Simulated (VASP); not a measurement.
# ZnIn3 (Fm-3m) in VASP: single point with LDA

Aim: the single point of ZnIn3 with LDA.

Everything below comes from runs of VASP 6.6.1. Logs are shortened: lines on timing, memory, paths and dates and some standing lists are left out, and cuts for length are marked.

**1. The cell of the first run**

The structure is cubic, space group Fm-3m (No. 225). Conventional cell: a = 7.100 Å, b = 7.100 Å, c = 7.100 Å, α = 90.00°, β = 90.00°, γ = 90.00°. Within 4.0 Å of Zn (site symmetry m-3m) lie 14 In at 3.07 to 3.55 Å. In (site symmetry -43m) has 4 Zn at 3.07 Å and 10 In at 3.07 to 3.55 Å within 4.0 Å. Within 4.0 Å of In (site symmetry m-3m) lie 8 In at 3.07 Å and 6 Zn at 3.55 Å.

**2. Single point, LDA**

Input file INCAR:

```
SYSTEM = ZnIn3
ALGO     = Normal         ! electronic algorithm
EDIFF    = 1E-6           ! SCF threshold, eV
ENCUT    = 520            ! plane-wave cutoff, eV
GGA      = CA             ! functional
ISIF     = 2              ! what is computed and relaxed
ISMEAR   = -1             ! smearing method
LASPH    = .True.         ! aspherical terms in the spheres
LCHARG   = .False.        ! write CHGCAR
LREAL    = .False.        ! projectors in reciprocal space
LWAVE    = .False.        ! write WAVECAR
NBANDS   = 34             ! bands
NELM     = 80             ! most SCF steps
PREC     = Accurate       ! precision mode
SIGMA    = 0.05           ! smearing width, eV
```

Input file KPOINTS:

```
k-points
0
Gamma
  10 10 10
  0 0 0
```

Input file POSCAR:

```
ZnIn3
1.0
    5.0201775038      0.0000000000      0.0000000000
    2.5100887519      4.3476012498      0.0000000000
    2.5100887519      1.4492004166      4.0989577675
Zn In
1 3
Direct
    0.0000000000      0.0000000000      0.0000000000
    0.2500000000      0.2500000000      0.2500000000
    0.7500000000      0.7500000000      0.7500000000
    0.5000000000      0.5000000000      0.5000000000
```

Potentials or basis: VASP PAW LDA potentials, release 64 (Zn, In_d).

Launch:

```bash
$ cat potpaw_LDA.64/Zn/POTCAR potpaw_LDA.64/In_d/POTCAR > POTCAR
$ mpirun -np 1 vasp_std > vasp.out
```

OUTCAR:

```text
SYSTEM = ZnIn3
   EDIFF = 1E-6
   ENCUT = 520
   GGA = CA
   ISIF = 2
   ISMEAR = -1
   LASPH = .True.
   LREAL = .False.
   NELM = 80
   PREC = Accurate

 ion  position               nearest neighbor table
   1  0.000  0.000  0.000-   3 3.07   2 3.07   2 3.07   3 3.07   3 3.07   2 3.07   2 3.07   3 3.07

   2  0.250  0.250  0.250-   1 3.07   4 3.07   1 3.07   4 3.07   1 3.07   4 3.07   4 3.07   1 3.07
                             3 3.55   3 3.55   3 3.55   3 3.55   3 3.55   3 3.55
   3  0.750  0.750  0.750-   4 3.07   1 3.07   1 3.07   4 3.07   4 3.07   1 3.07   1 3.07   4 3.07
                             2 3.55   2 3.55   2 3.55   2 3.55   2 3.55   2 3.55
   4  0.500  0.500  0.500-   2 3.07   3 3.07   2 3.07   3 3.07   2 3.07   3 3.07   3 3.07   2 3.07

  LATTYP: Found a face centered cubic cell.
 ALAT       =     7.0996031114

  Lattice vectors:

 A1 = (   5.0201775038,   0.0000000000,   0.0000000000)
 A2 = (   2.5100887519,   4.3476012498,   0.0000000000)
 A3 = (   2.5100887519,   1.4492004166,   4.0989577675)

Analysis of symmetry for initial positions (statically):
=====================================================================
 Subroutine PRICEL returns:
 Original cell was already a primitive cell.

 Routine SETGRP: Setting up the symmetry group for a
 face centered cubic supercell.

 Subroutine GETGRP returns: Found 48 space group operations
 (whereof 48 operations were pure point group operations)
 out of a pool of 48 trial point group operations.

The static configuration has the point symmetry O_h .

Analysis of symmetry for dynamics (positions and initial velocities):
=====================================================================
 Subroutine PRICEL returns:
 Original cell was already a primitive cell.

 Routine SETGRP: Setting up the symmetry group for a
 face centered cubic supercell.

 Subroutine GETGRP returns: Found 48 space group operations
 (whereof 48 operations were pure point group operations)
 out of a pool of 48 trial point group operations.

The dynamic configuration has the point symmetry O_h .

 Subroutine INISYM returns: Found 48 space group operations
 (whereof 48 operations are pure point group operations),
 and found     1 'primitive' translations

----------------------------------------------------------------------------------------

                                     Primitive cell

  volume of cell :      89.4627

  direct lattice vectors                    reciprocal lattice vectors
     5.020177504  0.000000000  0.000000000     0.199196144 -0.115005947 -0.081321485
     2.510088752  4.347601250  0.000000000     0.000000000  0.230011895 -0.081321485
     2.510088752  1.449200417  4.098957767     0.000000000  0.000000000  0.243964456

  length of vectors
     5.020177504  5.020177504  5.020177504     0.243964456  0.243964456  0.243964456

  position of ions in fractional coordinates (direct lattice)
     0.000000000  0.000000000  0.000000000
     0.250000000  0.250000000  0.250000000
     0.750000000  0.750000000  0.750000000
     0.500000000  0.500000000  0.500000000

  ion indices of the primitive-cell ions
   primitive index   ion index
                 1           1
                 2           2
                 3           3
                 4           4

----------------------------------------------------------------------------------------

 KPOINTS: k-points

Automatic generation of k-mesh.
 Grid dimensions read from file:
 generate k-points for:   10   10   10

 Generating k-lattice:

  Cartesian coordinates                     Fractional coordinates (reciprocal lattice)
     0.019919614 -0.011500595 -0.008132149     0.100000000  0.000000000  0.000000000
     0.000000000  0.023001189 -0.008132149     0.000000000  0.100000000  0.000000000
     0.000000000  0.000000000  0.024396446     0.000000000  0.000000000  0.100000000

  Length of vectors
     0.024396446  0.024396446  0.024396446

  Shift w.r.t. Gamma in fractional coordinates (k-lattice)
     0.000000000  0.000000000  0.000000000

 Subroutine IBZKPT returns following result:
 ===========================================

 Found     47 irreducible k-points:

 Following reciprocal coordinates:
            Coordinates               Weight
  0.000000  0.000000  0.000000      1.000000
  0.100000 -0.000000 -0.000000      8.000000
  0.200000 -0.000000 -0.000000      8.000000
  0.300000 -0.000000  0.000000      8.000000
  0.400000  0.000000  0.000000      8.000000
  0.500000 -0.000000  0.000000      4.000000
[... 16 lines left out ...]
  0.300000  0.300000 -0.000000      6.000000
  0.400000  0.300000  0.000000     24.000000
 [... further k-points ...]
   k-points           NKPTS =     47   k-points in BZ     NKDIM =     47   number of bands    NBANDS=     34
   number of dos      NEDOS =    301   number of ions     NIONS =      4
   total plane-waves  NPLWV =  64000
   dimension x,y,z NGX =    40 NGY =   40 NGZ =   40
   dimension x,y,z NGXF=    80 NGYF=   80 NGZF=   80
   ions per type =               1   3
   NGX,Y,Z   is equivalent  to a cutoff of  13.25, 13.25, 13.25 a.u.
   NGXF,Y,Z  is equivalent  to a cutoff of  26.49, 26.49, 26.49 a.u.
 SYSTEM =  ZnIn3
   PREC   = accura    normal or accurate (medium, high low for compatibility)
   ISTART =      0    job   : 0-new  1-cont  2-samecut
   ICHARG =      2    charge: 1-file 2-atom 10-const
   ISPIN  =      1    spin polarized calculation?
   LNONCOLLINEAR =      F non collinear calculations
   LSORBIT =      F    spin-orbit coupling
   LASPH  =      T    aspherical Exc in radial PAW
   ENCUT  =  520.0 eV  38.22 Ry    6.18 a.u.   9.33  9.33  9.33*2*pi/ulx,y,z
   NELM   =     80;   NELMIN=  2; NELMDL= -5     # of ELM steps
   EDIFF  = 0.1E-05   stopping-criterion for ELM
   LREAL  =      F    real-space projection
   EDIFFG = 0.1E-04   stopping-criterion for IOM
   NSW    =      0    number of steps for IOM
   IBRION =     -1    ionic relax: 0-MD 1-quasi-New 2-CG
   NFREE  =      0    steps in history (QN), initial steepest desc. (CG)
   ISIF   =      2    stress and relaxation
   ISYM   =      2    0-nonsym 1-usesym 2-fastsym
   POTIM  = 0.5000    time-step for ionic-motion
   TEBEG  =    0.0;   TEEND  =   0.0 temperature during run
   PSTRESS=    0.0 pullay stress
   NELECT =      51.0000    total number of electrons
   NUPDOWN=      -1.0000    fix difference up-down
   EMIN   =  10.00;   EMAX   =-10.00  energy-range for DOS
   EFERMI =   0.00;   METHOD = LEGACY
   ISMEAR =    -1;   SIGMA  =   0.05  broadening in eV -4-tet -1-fermi 0-gaus
   EFERMI_NEDOS =   21; number of points for ismear=-14 and -15
   IALGO  =     38    algorithm
   IMIX   =      4    mixing-type and parameters
     AMIX     =   0.40;   BMIX     =  1.00
     AMIX_MAG =   1.60;   BMIX_MAG =  1.00
  volume/ion in A,a.u.               =      22.37       150.93
  Fermi-wavevector in a.u.,A,eV,Ry     =   1.357430  2.565171 25.070320  1.842617
  Thomas-Fermi vector in A             =   2.484349
   LORBIT       =      0    0 simple, 1 ext, 2 COOP (PROOUT), +10 PAW based schemes
   GGA     = CA    functional components
   LHFCALC =     F    Hartree Fock is set to
   AEXX    =    0.0000 exact exchange contribution
   IVDW    =     0    specifies the selected vdW correction
   LEPSILON=     F    determine dielectric tensor
   LRPA    =     F    only Hartree local field effects (RPA)
 non-spin polarized calculation
  energy-cutoff  :      520.00
  volume of cell :       89.46
 maximum number of plane-waves:      2450
 NGX is ok and might be reduce to    40
   NGX = 19   NGY = 19   NGZ = 19

 number of electron      51.0000009 magnetization

 Free energy of the ion-electron system (eV)
  ---------------------------------------------------
  ext. energy  EPLUGINS =         0.00000000
  ---------------------------------------------------
  free energy    TOTEN  =       -11.03106795 eV

  energy without entropy =      -11.01812883  energy(sigma->0) =      -11.02459839

 E-fermi :   6.9932     XC(G=0): -10.9895

 val. band max:        6.9858154135   @ k =  -0.2000   0.1000   0.0000
 cond. band min:       7.0031880032   @ k =   0.4000   0.0000   0.0000
 fundamental gap:      0.0173725897
 Fermi energy:         6.9932107239

 k-point     1 :       0.0000    0.0000    0.0000
  band No.  band energies     occupation
      1      -7.7997      2.00000
      2      -7.7997      2.00000
      3      -7.7357      2.00000
      4      -7.7357      2.00000
      5      -7.7357      2.00000
      6      -7.5956      2.00000
[... 26 lines left out ...]
     33       9.5842      0.00000
     34      13.1703      0.00000

 k-point     2 :       0.1000   -0.0000   -0.0000
  band No.  band energies     occupation
      1      -7.7897      2.00000
      2      -7.7897      2.00000
      3      -7.7502      2.00000
      4      -7.7455      2.00000
      5      -7.7455      2.00000
      6      -7.5852      2.00000
[... 26 lines left out ...]
     33      10.6739      0.00000
     34      13.5651      0.00000

 k-point     3 :       0.2000   -0.0000   -0.0000
  band No.  band energies     occupation
      1      -7.7707      2.00000
      2      -7.7707      2.00000
      3      -7.7698      2.00000
      4      -7.7572      2.00000
      5      -7.7572      2.00000
      6      -7.5619      2.00000
[... 26 lines left out ...]
     33      12.2489      0.00000
     34      14.5619      0.00000

 k-point     4 :       0.3000   -0.0000    0.0000
  band No.  band energies     occupation
      1      -7.7907      2.00000
      2      -7.7907      2.00000
      3      -7.7734      2.00000
      4      -7.7166      2.00000
      5      -7.7166      2.00000
      6      -7.5367      2.00000
[... 26 lines left out ...]
     33      14.0021      0.00000
     34      15.1876      0.00000

 k-point     5 :       0.4000    0.0000    0.0000
  band No.  band energies     occupation
      1      -7.8063      2.00000
      2      -7.8063      2.00000
      3      -7.7608      2.00000
      4      -7.6710      2.00000
      5      -7.6710      2.00000
      6      -7.5175      2.00000
[... 621 lines left out ...]
 k-point    22 :      -0.2000    0.2000   -0.0000
  band No.  band energies     occupation
      1      -7.8135      2.00000
      2      -7.7804      2.00000
      3      -7.7653      2.00000
      4      -7.7181      2.00000
      5      -7.7041      2.00000
      6      -7.5558      2.00000
[... 26 lines left out ...]
     33      13.0922      0.00000
     34      13.6945      0.00000

 k-point    23 :       0.3000    0.3000   -0.0000
  band No.  band energies     occupation
      1      -7.8144      2.00000
      2      -7.8144      2.00000
      3      -7.7405      2.00000
      4      -7.7226      2.00000
      5      -7.7080      2.00000
      6      -7.5690      2.00000
[... 26 lines left out ...]
     33      12.4982      0.00000
     34      13.9302      0.00000

 k-point    24 :       0.4000    0.3000    0.0000
  band No.  band energies     occupation
      1      -7.8210      2.00000
      2      -7.8182      2.00000
      3      -7.7363      2.00000
      4      -7.7324      2.00000
      5      -7.6747      2.00000
      6      -7.5357      2.00000
[... 26 lines left out ...]
     33      13.8269      0.00000
     34      14.1549      0.00000

 [... further k-points ...]

------------------------ aborting loop because EDIFF is reached ----------------------------------------

  FORCE on cell =-STRESS in cart. coord.  units (eV):
  Direction    XX          YY          ZZ          XY          YZ          ZX
  --------------------------------------------------------------------------------------
  -------------------------------------------------------------------------------------
  Total        0.0800562      0.0800562      0.0800562     -0.0000000     -0.0000000      0.0000000
  in kB        1.4337158      1.4337158      1.4337158     -0.0000000     -0.0000000      0.0000000
  external PRESSURE =       1.4337158 kB  Pullay stress =       0.0000000 kB

 VOLUME and BASIS-vectors are now :
 -----------------------------------------------------------------------------
  energy-cutoff  :      520.00
  volume of cell :       89.46
      direct lattice vectors                 reciprocal lattice vectors
     5.020177504  0.000000000  0.000000000     0.199196144 -0.115005947 -0.081321485
     2.510088752  4.347601250  0.000000000     0.000000000  0.230011895 -0.081321485
     2.510088752  1.449200417  4.098957767     0.000000000  0.000000000  0.243964456

 POSITION                                       TOTAL-FORCE (eV/Angst)
 -----------------------------------------------------------------------------------
      0.00000      0.00000      0.00000        -0.000000      0.000000     -0.000000
      2.51009      1.44920      1.02474         0.000000     -0.000000      0.000000
      7.53027      4.34760      3.07422        -0.000000      0.000000     -0.000000
      5.02018      2.89840      2.04948        -0.000000      0.000000     -0.000000
 -----------------------------------------------------------------------------------
    total drift:                                0.000000     -0.000000     -0.000000

  FREE ENERGIE OF THE ION-ELECTRON SYSTEM (eV)
  ---------------------------------------------------
  free  energy   TOTEN  =       -11.0310679520 eV

  energy  without entropy=      -11.0181288338  energy(sigma->0) =      -11.02459839
```

Run time: 3.6 min. Hardware: 1 thread of Intel Xeon 8259CL, shared host; peak memory 0.27 GiB.

What came out:

```yaml
Free_energy: -11.0311 eV
Pressure: 0.1 GPa
Band_gap_on_the_k_mesh: zero (an odd number of electrons rules out a gap without spin polarisation)
```

Levels at points of the mesh, in eV from the Fermi level:
| k point | band 23 | band 24 | band 25 | band 26 | band 27 | band 28 | band 29 | band 30 |
| --- | --- | --- | --- | --- | --- | --- | --- | --- |
| (0.00, 0.00, 0.00) | -1.18 | 0.38 | 0.38 | 0.38 | 0.62 | 0.62 | 0.62 | 1.93 |
| (0.50, 0.00, 0.00) | -1.92 | -1.27 | -0.71 | -0.71 | -0.20 | -0.20 | 4.38 | 4.70 |
| (0.50, 0.50, 0.00) | -3.56 | -3.24 | -3.24 | -2.95 | 5.47 | 5.47 | 5.74 | 5.74 |

Caveat: spin-orbit coupling is left out, which moves the levels of the heavy elements.
